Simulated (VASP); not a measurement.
A run of VASP 6.6.1:

Contents of INCAR:

```
SYSTEM = W4O
PREC = Accurate
ENCUT = 520
EDIFF = 1E-7
ISMEAR = 0
SIGMA = 0.1
LREAL = .FALSE.
LASPH = .TRUE.
NELM = 60
ALGO = Normal
ISIF = 2
LWAVE = .FALSE.
LCHARG = .FALSE.
LDIPOL = .TRUE.
IDIPOL = 3
DIPOL = 0.5 0.5 0.343
GGA = PE
IBRION = 2
NSW = 36
EDIFFG = -0.025
```

KPOINTS

```
regular mesh
0
G
  8 8 1
  0 0 0
```

The input POSCAR:

```
W4O
1.0
    3.1836991688      0.0000000000      0.0000000000
    0.0000000000      3.1836991688      0.0000000000
    0.0000000000      0.0000000000     20.1425775749
W O
4 1
Selective dynamics
Direct
    0.5000000000      0.5000000000      0.1985843165  F F F
    0.0000000000      0.0000000000      0.2776134069  F F F
    0.5000000000      0.5000000000      0.3599451800  F F F
    0.0000000000      0.0000000000      0.4290700901  F F F
    0.5000000000      0.5000000000      0.4515928643  F F T
```

Potentials or basis: VASP PAW PBE potentials, release 64 (W_sv, O).

The run is started by

```sh
$ cat potpaw_PBE.64/W_sv/POTCAR potpaw_PBE.64/O/POTCAR > POTCAR
$ mpirun -np 1 vasp_std > vasp.out
```

Hardware: 1 thread of Intel(R) Xeon(R) Platinum 8488C (Sapphire Rapids) (shared host).

Estimate the wall time of this run.

Run time: 8 min on 1 thread of Intel(R) Xeon(R) Platinum 8488C (Sapphire Rapids) (shared host), peak memory 0.33 GiB. Counts: scf iterations 103, k points 15, ion steps 5.
